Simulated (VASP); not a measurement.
**La2AlCo2C: single point with PBE**

La2AlCo2C:

```
CELL_PARAMETERS angstrom
4.19300 -6.09798 0.00000
4.19300 6.09798 0.00000
0.00000 0.00000 9.00054
ATOMIC_POSITIONS crystal
La 0.25000 0.25000 0.19210
La 0.75000 0.25000 0.69210
La 0.75000 0.75000 0.19210
La 0.25000 0.75000 0.69210
La 0.75000 0.25000 0.30790
La 0.25000 0.25000 0.80790
La 0.25000 0.75000 0.30790
La 0.75000 0.75000 0.80790
Al 0.00000 0.50000 0.00000
Al 0.50000 0.50000 0.50000
Al 0.50000 0.00000 0.00000
Al 0.00000 0.00000 0.50000
Co 0.85492 0.14508 0.00000
Co 0.35492 0.14508 0.50000
Co 0.35492 0.64508 0.00000
Co 0.85492 0.64508 0.50000
Co 0.64508 0.35492 0.00000
Co 0.14508 0.35492 0.50000
Co 0.14508 0.85492 0.00000
Co 0.64508 0.85492 0.50000
C 0.00000 0.50000 0.50000
C 0.50000 0.50000 0.00000
C 0.50000 0.00000 0.50000
C 0.00000 0.00000 0.00000
```

| Quantity | Value |
| --- | --- |
| Program | VASP 6.6.1 |
| Task | single point |
| Functional | PBE |
| Potentials or basis | VASP PAW PBE potentials, release 64 (La, Al, Co, C) |
| Cutoff | 520 eV |
| k mesh | 3 × 3 × 3 |
| Occupations | gaussian, width 0.05 eV |
| Spin | no spin polarisation |
| Dipole correction | no |
| Further INCAR settings | LREAL = Auto; ALGO = Normal; EDIFF = 1e-06; NBANDS = 112 |

```json
{
  "Pressure": "-0.1 GPa",
  "Largest force": "0.045 eV/Å",
  "Band gap on the k mesh": "zero (bands 94 and 95 overlap by 0.20 eV)"
}
```

Forces in eV/Å, atoms in the order of the input:
```
La   0.000  0.000 -0.045
La   0.000  0.000 -0.045
La   0.000  0.000 -0.045
La   0.000  0.000 -0.045
La   0.000  0.000  0.045
La   0.000  0.000  0.045
La   0.000  0.000  0.045
La   0.000  0.000  0.045
Al   0.000  0.000  0.000
Al   0.000  0.000  0.000
Al   0.000  0.000  0.000
Al   0.000  0.000  0.000
Co   0.000  0.025  0.000
Co   0.000  0.025  0.000
Co   0.000  0.025  0.000
Co   0.000  0.025  0.000
Co   0.000 -0.025  0.000
Co   0.000 -0.025  0.000
Co   0.000 -0.025  0.000
Co   0.000 -0.025  0.000
C    0.000  0.000  0.000
C    0.000  0.000  0.000
C    0.000  0.000  0.000
C    0.000  0.000  0.000
```

Stress tensor (GPa, compression positive):
```
-0.08  0.00  0.00
 0.00  0.27  0.00
 0.00  0.00 -0.50
```

Levels at points of the mesh, in eV from the Fermi level:
| k point | band 90 | band 91 | band 92 | band 93 | band 94 | band 95 | band 96 | band 97 | band 98 | band 99 |
| --- | --- | --- | --- | --- | --- | --- | --- | --- | --- | --- |
| (0.00, 0.00, 0.00) | -0.87 | -0.57 | -0.57 | -0.54 | -0.11 | -0.11 | 0.21 | 0.47 | 0.47 | 0.49 |

Run time: 25 min on 1 thread of AMD EPYC 7R43 64-Core Processor (Zen 3) (shared host), peak memory 0.63 GiB.

Caveat: spin-orbit coupling is left out, which moves the levels of the heavy elements; the run has no spin polarisation, though such a crystal can be magnetic. Spin polarisation is off, so any magnetic state and its effect on volume and gap are missing.
